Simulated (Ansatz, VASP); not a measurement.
# One calculation of ZnO, two programs

File INCAR:

```
SYSTEM = ZnO
  PREC = Accurate
  ENCUT = 600
  EDIFF = 1E-6
  ISMEAR = 0
  SIGMA = 0.02
  LREAL = .False.
  LASPH = .True.
  NELM = 120
  ALGO = Normal
  ISIF = 2
  LWAVE = .False.
  LCHARG = .True.
  GGA = PS
  LELF = .True.
  LVHAR = .True.
  NBANDS = 26
  GGA_COMPAT = .False.
```

Contents of KPOINTS:

```
Automatic mesh
0
Gamma
  9 9 6
  0 0 0
```

Contents of POSCAR:

```
ZnO
1.0
    3.2301164727      0.0000000000      0.0000000000
   -1.6150582363      2.7973629225      0.0000000000
    0.0000000000      0.0000000000      5.2138628388
Zn O
2 2
Direct
    0.6666666667      0.3333333333      0.5006541907
    0.3333333333      0.6666666667      0.0006541907
    0.6666666667      0.3333333333      0.8796558093
    0.3333333333      0.6666666667      0.3796558093
```

Input for Ansatz:

```yaml
crystal:
  lattice:
    - [3.2301164727, 0.0, 0.0]
    - [-1.6150582363, 2.7973629225, 0.0]
    - [0.0, 0.0, 5.2138628388]
  atoms:
    - { symbol: Zn, position: [0.6666666667, 0.3333333333, 0.5006541907] }
    - { symbol: Zn, position: [0.3333333333, 0.6666666667, 0.0006541907] }
    - { symbol: O, position: [0.6666666667, 0.3333333333, 0.8796558093] }
    - { symbol: O, position: [0.3333333333, 0.6666666667, 0.3796558093] }
basis:
  ecutwfc: 420
kpoints:
  mp_grid: { grid: [9, 9, 6] }
  band_path:
    path:
      - [[0.0, 0.0, 0.0], [0.5, 0.0, 0.0], [0.33333333, 0.33333333, 0.0], [0.0, 0.0, 0.0], [0.0, 0.0, 0.5], [0.5, 0.0, 0.5], [0.33333333, 0.33333333, 0.5], [0.0, 0.0, 0.5]]
      - [[0.5, 0.0, 0.5], [0.5, 0.0, 0.0]]
      - [[0.33333333, 0.33333333, 0.5], [0.33333333, 0.33333333, 0.0]]
    npoints: 10
hamiltonian:
  xc: pbesol
  pseudopotentials: { kind: paw }
scf:
  occupations: { method: gaussian, width: 0.02 }
  n_extra_bands: 8
output:
  forces: true
  stress: true
  eigenvalues: true
```

Alike in both runs: task single point; functional PBEsol; k mesh 9 × 9 × 6; occupations gaussian, width 0.02 eV; no spin polarisation.

```csv
,VASP,Ansatz
version,VASP 6.6.1,Ansatz 0.2.0
potentials or method,"VASP PAW PBE potentials, release 64 (Zn, O), cutoff 600 eV","scalar-relativistic, plane waves, PAW"
valence electrons in the cell,36,36
```

Ansatz gave:

- gap on the k mesh at the Fermi level (eV): 0.70
- least direct gap on the mesh (eV): 0.70
- pressure (GPa): 0.0

Task: Which values does VASP return?

Result: gap on the k mesh at the Fermi level (eV): 0.69; least direct gap on the mesh (eV): 0.69; pressure (GPa): 0.5.

VASP's potentials were made for PBE, not for PBEsol. With one functional, cell and mesh, what is left measures potentials, basis and numerics.
